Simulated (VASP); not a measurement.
# PbS (Cmcm) in VASP: further runs

Aim: see how the results for PbS move with the level of theory and the settings. Levels: PBE, r2SCAN. Tasks: single point.

Everything below comes from runs of VASP 6.6.1. Logs are shortened: lines on timing, memory, paths and dates and some standing lists are left out, and cuts for length are marked.

### Step 1. The cell of the first run

It takes space group Cmcm (No. 63, orthorhombic). Conventional cell: a = 4.127 Å, b = 11.739 Å, c = 4.260 Å, α = 90.00°, β = 90.00°, γ = 90.00°. Within 3.5 Å of Pb (site symmetry m2m) lie 5 S at 2.68 to 2.97 Å. S (site symmetry m2m) has 5 Pb at 2.68 to 2.97 Å within 3.5 Å.

### Step 2. Single point, PBE

INCAR reads:

```
PREC = Accurate
ENCUT = 520
EDIFF = 1E-6
ISMEAR = 0
SIGMA = 0.01
LREAL = False
LASPH = True
NELM = 80
ALGO = Normal
ISIF = 2
LWAVE = False
LCHARG = True
GGA = PE
LELF = True
LVHAR = True
NBANDS = 28
```

KPOINTS reads:

```
Automatic mesh
0
Gamma
  4 4 4
```

POSCAR reads:

```
PbS
1.0
    2.0637484140     -5.8692756716      0.0000000000
    2.0637484140      5.8692756716      0.0000000000
    0.0000000000      0.0000000000      4.2604423670
Pb S
2 2
Direct
    0.8722772603      0.1277227397      0.7500000000
    0.1277227397      0.8722772603      0.2500000000
    0.6436799884      0.3563200116      0.7500000000
    0.3563200116      0.6436799884      0.2500000000
```

Potentials or basis: VASP PAW PBE potentials, release 64 (Pb_d, S).

Run with:

```sh
> cat potpaw_PBE.64/Pb_d/POTCAR potpaw_PBE.64/S/POTCAR > POTCAR
> mpirun -np 1 vasp_std > vasp.out
```

OUTCAR:

```text
PREC = Accurate
   ENCUT = 520
   EDIFF = 1E-6
   ISMEAR = 0
   LREAL = False
   LASPH = True
   NELM = 80
   ISIF = 2
   GGA = PE

 ion  position               nearest neighbor table
   1  0.872  0.128  0.750-   3 2.68   4 2.97   4 2.97   4 2.97   4 2.97   2 3.68   2 3.68   2 4.13
                             2 4.13   2 4.13   2 4.13
   2  0.128  0.872  0.250-   4 2.68   3 2.97   3 2.97   3 2.97   3 2.97   1 3.68   1 3.68   1 4.13
                             1 4.13   1 4.13   1 4.13
   3  0.644  0.356  0.750-   1 2.68   2 2.97   2 2.97   2 2.97   2 2.97
   4  0.356  0.644  0.250-   2 2.68   1 2.97   1 2.97   1 2.97   1 2.97

  LATTYP: Found a base centered orthorhombic cell.
 ALAT       =     4.1274968280
 B/A-ratio  =     2.8439879744
 C/A-ratio  =     1.0322097253

  Lattice vectors:

 A1 = (   2.0637484140,  -5.8692756716,   0.0000000000)
 A2 = (   2.0637484140,   5.8692756716,   0.0000000000)
 A3 = (   0.0000000000,   0.0000000000,   4.2604423670)

Analysis of symmetry for initial positions (statically):
=====================================================================
 Subroutine PRICEL returns:
 Original cell was already a primitive cell.

 Routine SETGRP: Setting up the symmetry group for a
 base centered orthorhombic supercell.

 Subroutine GETGRP returns: Found  8 space group operations
 (whereof  4 operations were pure point group operations)
 out of a pool of  8 trial point group operations.

The static configuration has the point symmetry C_2h.
 The point group associated with its full space group is D_2h.

Analysis of symmetry for dynamics (positions and initial velocities):
=====================================================================
 Subroutine PRICEL returns:
 Original cell was already a primitive cell.

 Routine SETGRP: Setting up the symmetry group for a
 base centered orthorhombic supercell.

 Subroutine GETGRP returns: Found  8 space group operations
 (whereof  4 operations were pure point group operations)
 out of a pool of  8 trial point group operations.

The dynamic configuration has the point symmetry C_2h.
 The point group associated with its full space group is D_2h.

 Subroutine INISYM returns: Found  8 space group operations
 (whereof  4 operations are pure point group operations),
 and found     1 'primitive' translations

----------------------------------------------------------------------------------------

[... 91 lines left out ...]
   NELM   =     80;   NELMIN=  2; NELMDL= -5     # of ELM steps
   EDIFF  = 0.1E-05   stopping-criterion for ELM
   LREAL  =      F    real-space projection
   EDIFFG = 0.1E-04   stopping-criterion for IOM
   NSW    =      0    number of steps for IOM
   IBRION =     -1    ionic relax: 0-MD 1-quasi-New 2-CG
   NFREE  =      0    steps in history (QN), initial steepest desc. (CG)
   ISIF   =      2    stress and relaxation
   ISYM   =      2    0-nonsym 1-usesym 2-fastsym
   POTIM  = 0.5000    time-step for ionic-motion
   TEBEG  =    0.0;   TEEND  =   0.0 temperature during run
   PSTRESS=    0.0 pullay stress
   NELECT =      40.0000    total number of electrons
   NUPDOWN=      -1.0000    fix difference up-down
   EMIN   =  10.00;   EMAX   =-10.00  energy-range for DOS
   EFERMI =   0.00;   METHOD = LEGACY
   ISMEAR =     0;   SIGMA  =   0.01  broadening in eV -4-tet -1-fermi 0-gaus
   EFERMI_NEDOS =   21; number of points for ismear=-14 and -15
   IALGO  =     38    algorithm
   IMIX   =      4    mixing-type and parameters
     AMIX     =   0.40;   BMIX     =  1.00
     AMIX_MAG =   1.60;   BMIX_MAG =  1.00
  volume/ion in A,a.u.               =      25.80       174.13
  Fermi-wavevector in a.u.,A,eV,Ry     =   1.193584  2.255546 19.383429  1.424642
  Thomas-Fermi vector in A             =   2.329594
   LORBIT       =      0    0 simple, 1 ext, 2 COOP (PROOUT), +10 PAW based schemes
   GGA     = PE    functional components
   LHFCALC =     F    Hartree Fock is set to
   AEXX    =    0.0000 exact exchange contribution
   IVDW    =     0    specifies the selected vdW correction
   LEPSILON=     F    determine dielectric tensor
   LRPA    =     F    only Hartree local field effects (RPA)
 non-spin polarized calculation
 Gauss-broadening in eV      SIGMA  =   0.01
  energy-cutoff  :      520.00
  volume of cell :      103.21
 maximum number of plane-waves:      2810
 NGX is ok and might be reduce to    48
   NGX = 23   NGY = 23   NGZ = 15

 number of electron      40.0000009 magnetization

 Free energy of the ion-electron system (eV)
  ---------------------------------------------------
  ext. energy  EPLUGINS =         0.00000000
  ---------------------------------------------------
  free energy    TOTEN  =       -17.36201850 eV

  energy without entropy =      -17.36201850  energy(sigma->0) =      -17.36201850

 E-fermi :   5.3071     XC(G=0):  -9.7556

 val. band max:        5.1813143612   @ k =   0.0000   0.0000   0.5000
 cond. band min:       6.4401969885   @ k =   0.5000   0.5000   0.0000
 fundamental gap:      1.2588826274
 Fermi energy:         5.3070931040

 k-point     1 :       0.0000    0.0000    0.0000
  band No.  band energies     occupation
      1     -11.1451      2.00000
      2     -11.0427      2.00000
      3     -11.0385      2.00000
      4     -11.0254      2.00000
      5     -10.9826      2.00000
      6     -10.9811      2.00000
[... 640 lines left out ...]
     27      13.9040      0.00000
     28      13.9040      0.00000

------------------------ aborting loop because EDIFF is reached ----------------------------------------

  FORCE on cell =-STRESS in cart. coord.  units (eV):
  Direction    XX          YY          ZZ          XY          YZ          ZX
  --------------------------------------------------------------------------------------
  -------------------------------------------------------------------------------------
  Total        1.2034642      1.4163055      1.1764457      0.0000000      0.0000000      0.0000000
  in kB       18.6817609     21.9857651     18.2623436      0.0000000      0.0000000      0.0000000
  external PRESSURE =      19.6432899 kB  Pullay stress =       0.0000000 kB

 VOLUME and BASIS-vectors are now :
 -----------------------------------------------------------------------------
  energy-cutoff  :      520.00
  volume of cell :      103.21
      direct lattice vectors                 reciprocal lattice vectors
     2.063748414 -5.869275672  0.000000000     0.242277594 -0.085189388  0.000000000
     2.063748414  5.869275672  0.000000000     0.242277594  0.085189388  0.000000000
     0.000000000  0.000000000  4.260442367     0.000000000  0.000000000  0.234717411

 POSITION                                       TOTAL-FORCE (eV/Angst)
 -----------------------------------------------------------------------------------
      2.06375     -4.37000      3.19533         0.000000     -0.061854      0.000000
      2.06375      4.37000      1.06511         0.000000      0.061854      0.000000
      2.06375     -1.68659      3.19533         0.000000      0.090747     -0.000000
      2.06375      1.68659      1.06511         0.000000     -0.090747     -0.000000
 -----------------------------------------------------------------------------------
    total drift:                                0.000000      0.000000      0.000000

  FREE ENERGIE OF THE ION-ELECTRON SYSTEM (eV)
  ---------------------------------------------------
  free  energy   TOTEN  =       -17.3620184998 eV

  energy  without entropy=      -17.3620184998  energy(sigma->0) =      -17.36201850
```

OSZICAR:

```text
N       E                     dE             d eps       ncg     rms          rms(c)
DAV:   1     0.425966901580E+03    0.42597E+03   -0.19181E+04  1176   0.156E+03
DAV:   2     0.307551472582E+02   -0.39521E+03   -0.38319E+03  1180   0.406E+02
DAV:   3    -0.160820960445E+02   -0.46837E+02   -0.45463E+02  1516   0.157E+02
DAV:   4    -0.182552443248E+02   -0.21731E+01   -0.21646E+01  1416   0.350E+01
DAV:   5    -0.183380052494E+02   -0.82761E-01   -0.82751E-01  1588   0.718E+00    0.668E+00
DAV:   6    -0.173493566223E+02    0.98865E+00   -0.24322E+00  1644   0.106E+01    0.438E+00
DAV:   7    -0.173600990452E+02   -0.10742E-01   -0.48326E-01  1368   0.295E+00    0.281E+00
DAV:   8    -0.173685686391E+02   -0.84696E-02   -0.84090E-02  1684   0.231E+00    0.993E-01
DAV:   9    -0.173616193514E+02    0.69493E-02   -0.25887E-02  1648   0.128E+00    0.111E-01
DAV:  10    -0.173619685200E+02   -0.34917E-03   -0.19374E-03  1296   0.213E-01    0.491E-02
DAV:  11    -0.173620214596E+02   -0.52940E-04   -0.13836E-04  1736   0.915E-02    0.241E-02
DAV:  12    -0.173620202454E+02    0.12141E-05   -0.21663E-05  1612   0.309E-02    0.156E-02
DAV:  13    -0.173620189970E+02    0.12485E-05   -0.37247E-06  1144   0.152E-02    0.864E-03
DAV:  14    -0.173620184998E+02    0.49715E-06   -0.88033E-07   728   0.654E-03
   1 F= -.17362018E+02 E0= -.17362018E+02  d E =-.346433E-72
```

Wall time 1.8 min (1 thread of Intel Xeon 8259CL, shared host); peak memory 0.27 GiB.

What came out:

```yaml
Free_energy: -17.3620 eV
Pressure: 2.0 GPa
Largest_force: 0.091 eV/Å
Band_gap_on_the_k_mesh: 1.26 eV (least direct gap 1.66 eV)
```

Forces in eV/Å, atoms in the order of the input:
```
Pb   0.000 -0.062  0.000
Pb   0.000  0.062  0.000
S    0.000  0.091  0.000
S    0.000 -0.091  0.000
```

Caveat: spin-orbit coupling is left out, which moves the levels of the heavy elements.

### Step 3. Single point, r2SCAN

POSCAR is that of step 2.

INCAR.step1 reads:

```
PREC = Accurate
ENCUT = 520
ISMEAR = 0
SIGMA = 0.01
LREAL = False
LASPH = True
NELM = 60
NBANDS = 28
GGA = PE
ALGO = Normal
EDIFF = 1E-4
LWAVE = True
LCHARG = False
```

INCAR.step2 reads:

```
PREC = Accurate
ENCUT = 520
EDIFF = 1E-7
ISMEAR = 0
SIGMA = 0.01
LREAL = False
LASPH = True
NELM = 60
ALGO = Normal
ISIF = 2
LWAVE = False
LCHARG = True
METAGGA = R2SCAN
LMIXTAU = True
LELF = True
LVHAR = True
NBANDS = 28
ISTART = 1
```

KPOINTS reads:

```
regular mesh
0
Gamma
  4 4 4
```

Potentials or basis: VASP PAW PBE potentials, release 64 (Pb_d, S).

Run with:

```sh
> cat potpaw_PBE.64/Pb_d/POTCAR potpaw_PBE.64/S/POTCAR > POTCAR
> cp INCAR.step1 INCAR
> mpirun -np 1 vasp_std > vasp.out
> cp INCAR.step2 INCAR
> mpirun -np 1 vasp_std > vasp.out
```

Wall time 6.3 min (1 thread of Intel Xeon 8259CL, shared host); peak memory 0.31 GiB.

Results (log left out):

```yaml
Free_energy: -131.1314 eV
Pressure: 1.0 GPa
Largest_force: 0.039 eV/Å
Band_gap_on_the_k_mesh: 1.52 eV (least direct gap 1.95 eV)
```

Forces in eV/Å, atoms in the order of the input:
```
Pb   0.000  0.022  0.000
Pb   0.000 -0.022  0.000
S    0.000 -0.039  0.000
S    0.000  0.039  0.000
```

Stress tensor (GPa, compression positive):
```
1.03 0.00 0.00
0.00 0.88 0.00
0.00 0.00 0.98
```

Levels at points of the mesh, in eV from the valence-band top:
```csv
k point,band 18,band 19,band 20,band 21,band 22,band 23
"(0.00, 0.00, 0.00)",-1.74,-1.53,-0.50,5.16,5.18,5.37
"(0.50, 0.00, 0.00)",-1.20,-0.30,-0.26,2.21,2.24,2.48
"(0.50, 0.50, 0.00)",-1.83,-1.34,-0.43,1.52,4.87,5.29
"(0.00, 0.00, 0.50)",-1.15,0.00,0.00,2.23,2.23,3.15
"(0.50, 0.00, 0.50)",-3.26,-1.44,-1.44,3.82,3.82,5.86
"(0.50, 0.50, 0.50)",-1.19,-0.37,-0.37,2.15,2.15,3.64
```

Caveat: the PAW data sets were made with another functional, which shifts forces and pressure a little; spin-orbit coupling is left out, which moves the levels of the heavy elements. A k mesh can miss the band edges.
